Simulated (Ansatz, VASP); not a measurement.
**One calculation of SiBi2Te5, two programs**

```xyz
8
Lattice="4.1800 0.0000 0.0000 -2.0900 3.6200 0.0000 0.0000 0.0000 15.8000" Properties=species:S:1:pos:R:3 pbc="T T T"
Si    0.0000    0.0000    0.0000
Bi    0.0000    2.4133   12.3556
Bi    2.0900    1.2067    3.4444
Te    0.0000    2.4133    1.7064
Te    2.0900    1.2067   14.0936
Te    0.0000    0.0000   10.5070
Te    0.0000    0.0000    5.2930
Te    0.0000    2.4133    7.9000
```

Alike in both runs: task relaxation of cell and atoms; functional PBE; k mesh 5 × 5 × 1; occupations gaussian, width 0.2 eV; no spin polarisation.

|  | VASP | Ansatz |
| --- | --- | --- |
| version | VASP 6.6.1 | Ansatz 0.2.0 |
| potentials or method | VASP PAW PBE potentials, release 64 (Si, Bi_d, Te), cutoff 600 eV | scalar-relativistic, plane waves, PAW |
| valence electrons in the cell | 64 | 114 |

```csv
,VASP,Ansatz,Ansatz less VASP
"gap on the k mesh at the Fermi level, each at its own relaxed structure (eV)",none,none,-
relaxed volume (Å³/atom),31.49,31.17,-0.322
relaxed length of the cell vector where the two differ most in proportion (Å),4.222,4.198,-0.0231
```

A gap of «none» marks a metal or a gap that the smearing closes. VASP's potentials hold 64 valence electrons a cell and Ansatz's 114, so a difference there can come from the potentials and not from the codes.

The k mesh is coarse, so the values compare programs but aren't converged. Neither program's run includes spin-orbit coupling.
